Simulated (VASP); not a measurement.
Crystal: NaCl.

```
Cl Na
1.0
     0.00000    2.83083    2.83083
     2.83083    0.00000    2.83083
     2.83083    2.83083    0.00000
Cl Na
1 1
Direct
  0.50000 0.50000 0.50000
  0.00000 0.00000 0.00000
```

Base run:

| Property | Result |
| --- | --- |
| Program | VASP 6.6.1 |
| Functional | PBEsol |
| Potentials or basis | VASP PAW PBE potentials, release 64 (Cl, Na_pv) |
| Cutoff | 520 eV |
| k mesh | 8 × 8 × 8 |
| Occupations | fermi-dirac, width 0.05 eV |
| Spin | no spin polarisation |

Its results: band gap on the k mesh 4.89 eV, direct; pressure -0.7 GPa.

The run is repeated on the same cell with these changes: functional from PBEsol to PBE; further incar settings from ALGO = Normal; EDIFF = 1e-06; NBANDS = 14 to ALGO = Normal; EDIFF = 1e-07; NBANDS = 14. What comes out?

Band gap on the k mesh 5.06 eV, direct; pressure 0.4 GPa.

Caveats: the PAW data sets were made with another functional, which shifts forces and pressure a little (some runs).

A k mesh can miss the band edges.
